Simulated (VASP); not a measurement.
CsCl:

```
CELL_PARAMETERS angstrom
4.14068 0.00000 0.00000
0.00000 4.14068 0.00000
0.00000 0.00000 4.14068
ATOMIC_POSITIONS crystal
Cs 0.00000 0.00000 0.00000
Cl 0.50000 0.50000 0.50000
```

Program: VASP 6.6.1. Alike in all runs: task single point; no spin polarisation; cell as given; smearing gaussian 0.01 eV.

Q: Order these runs on this cell by their band gap on the k mesh, lowest first.
A. level r2SCAN; potentials or basis VASP PAW PBE potentials, release 64 (Cs_sv, Cl); k mesh 6 × 6 × 6; cutoff (eV) 550
B. level PBEsol; potentials or basis VASP PAW PBE potentials, release 64 (Cs_sv, Cl); k mesh 4 × 4 × 4; cutoff (eV) 500
C. level LDA; potentials or basis VASP PAW LDA potentials, release 64 (Cs_sv, Cl); k mesh 6 × 6 × 6; cutoff (eV) 500
D. level PBE; potentials or basis VASP PAW PBE potentials, release 64 (Cs_sv, Cl); k mesh 6 × 6 × 6; cutoff (eV) 500

A: C (4.79 eV), B (4.99 eV), D (5.20 eV), A (5.91 eV).

Caveats: spin-orbit coupling is left out, which moves the levels of the heavy elements.

A k mesh can miss the band edges.
